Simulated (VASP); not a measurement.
A run of VASP 6.6.1:

File INCAR:

```
SYSTEM = Zr
PREC = Accurate
ENCUT = 520
EDIFF = 1E-7
ISMEAR = 0
SIGMA = 0.15
LREAL = .FALSE.
LASPH = .TRUE.
NELM = 100
ALGO = Fast
ISIF = 2
LWAVE = .FALSE.
LCHARG = .FALSE.
GGA = PE
NBANDS = 19
```

KPOINTS

```
Automatic mesh
0
G
  18 18 10
  0 0 0
```

The input POSCAR:

```
Zr
1.0
    3.1350382758      0.0000000000      0.0000000000
   -1.5675191379      2.7150227887      0.0000000000
    0.0000000000      0.0000000000      5.0697950000
Zr
2
Direct
    0.3333333333      0.6666666667      0.2500000000
    0.6666666667      0.3333333333      0.7500000000
```

Potentials or basis: VASP PAW PBE potentials, release 64 (Zr_sv).

Command:

```bash
$ cat potpaw_PBE.64/Zr_sv/POTCAR > POTCAR
$ mpirun -np 1 vasp_std > vasp.out
```

Hardware: 1 thread of Intel Xeon 6975P-C (shared host).

Problem. How long does it take, and how much memory?

Solution. Wall time 3.8 min on 1 thread of Intel Xeon 6975P-C, with other jobs on the host, peak memory 0.27 GiB. Counts: scf iterations 24, k points 222.
